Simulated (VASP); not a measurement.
Set up this calculation in VASP 6.6.1, as the native input.

* Task: single point
* Functional: PBE
* Potentials or basis: VASP PAW PBE potentials, release 64 (Sc_sv, Si, S)
* Cutoff: 520 eV
* k mesh: 4 × 4 × 4
* Occupations: gaussian, width 0.1 eV
* Spin: no spin polarisation
* Dipole correction: no
* Further INCAR settings: ALGO = Normal; EDIFF = 1e-07; NBANDS = 28

The structure of ScSiS4 lies in POSCAR:

```
ScSiS4
1.0
    2.4663796633     -4.5437499567      0.0000000000
    2.4663796633      4.5437499567      0.0000000000
    0.0000000000      0.0000000000      4.9796069316
Sc Si S
1 1 4
Direct
    0.0000000000      0.0000000000      0.0000000000
    0.5000000000      0.5000000000      0.5000000000
    0.6373125571      0.3626874429      0.0000000000
    0.1171860843      0.8828139157      0.5000000000
    0.8828139157      0.1171860843      0.5000000000
    0.3626874429      0.6373125571      0.0000000000
```

The input as run:

INCAR

```
  ALGO = Normal
  EDIFF = 1E-7
  ENCUT = 520
  GGA = PE
  ISIF = 2
  ISMEAR = 0
  LASPH = T
  LCHARG = T
  LELF = T
  LREAL = F
  LVHAR = T
  LWAVE = F
  NBANDS = 28
  NELM = 60
  PREC = Accurate
  SIGMA = 0.1
```

KPOINTS

```
k-points
0
Gamma
  4 4 4
```

Potentials or basis: VASP PAW PBE potentials, release 64 (Sc_sv, Si, S).

Launch:

```sh
$ cat potpaw_PBE.64/Sc_sv/POTCAR potpaw_PBE.64/Si/POTCAR potpaw_PBE.64/S/POTCAR > POTCAR
$ mpirun -np 1 vasp_std > vasp.out
```

Results of the run:

```
Pressure      : -0.1 GPa
Largest force : 0.081 eV/Å
```

Caveat: the k points lie up to 0.36 Å⁻¹ apart.

Run time: 77 s on 1 thread of Intel Xeon 6975P-C, on a shared host, peak memory 0.27 GiB.
